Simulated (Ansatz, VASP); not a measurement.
## Two plane-wave programs on Na2Sc

Contents of INCAR:

```
SYSTEM = Na2Sc
  PREC = Accurate
  ENCUT = 600
  EDIFF = 1E-7
  ISMEAR = 0
  SIGMA = 0.1
  LREAL = .False.
  LASPH = .True.
  NELM = 60
  ALGO = Fast
  ISIF = 3
  LWAVE = .False.
  LCHARG = .False.
  GGA = PE
  IBRION = 2
  NSW = 100
  EDIFFG = -0.01
```

KPOINTS

```
regular mesh
0
Gamma
  12 12 14
  0 0 0
```

The input POSCAR:

```
Na2Sc
1.0
    5.6842967779      0.0000000000      0.0000000000
   -2.8421483889      4.9227454123      0.0000000000
    0.0000000000      0.0000000000      3.2192139315
Na Sc
2 1
Direct
    0.3333333333      0.6666666667      0.5000000000
    0.6666666667      0.3333333333      0.5000000000
    0.0000000000      0.0000000000      0.0000000000
```

Input for Ansatz:

```yaml
crystal:
  lattice:
    - [5.6842967779, 0.0, 0.0]
    - [-2.8421483889, 4.9227454123, 0.0]
    - [0.0, 0.0, 3.2192139315]
  atoms:
    - { symbol: Na, position: [0.3333333333, 0.6666666667, 0.5] }
    - { symbol: Na, position: [0.6666666667, 0.3333333333, 0.5] }
    - { symbol: Sc, position: [0.0, 0.0, 0.0] }
basis:
  ecutwfc: 420
kpoints:
  mp_grid: { grid: [12, 12, 14] }
hamiltonian:
  xc: pbe
scf:
  occupations: { method: gaussian, width: 0.1 }
output:
  forces: true
  stress: true
  eigenvalues: true
relax:
  adjacent_minimum: "off"
  f_tol: 0.01
  max_steps: 80
  cell: { stress_tol: 0.05 }
```

Alike in both runs: task relaxation of cell and atoms; functional PBE; k mesh 12 × 12 × 14; occupations gaussian, width 0.1 eV; no spin polarisation.

|  | VASP | Ansatz |
| --- | --- | --- |
| version | VASP 6.6.1 | Ansatz 0.2.0 |
| potentials or method | VASP PAW PBE potentials, release 64 (Na_pv, Sc_sv), cutoff 600 eV | scalar-relativistic, plane waves, PAW |
| valence electrons in the cell | 25 | 29 |

|  | VASP | Ansatz | Ansatz less VASP |
| --- | --- | --- | --- |
| gap on the k mesh at the Fermi level, each at its own relaxed structure (eV) | none | none | - |
| relaxed volume (Å³/atom) | 30.50 | 30.47 | -0.027 |
| relaxed length of the cell vector where the two differ most in proportion (Å) | 3.230 | 3.227 | -0.0028 |

A gap of «none» marks a metal or a gap that the smearing closes. VASP's potentials hold 25 valence electrons a cell and Ansatz's 29, so a difference there can come from the potentials and not from the codes.
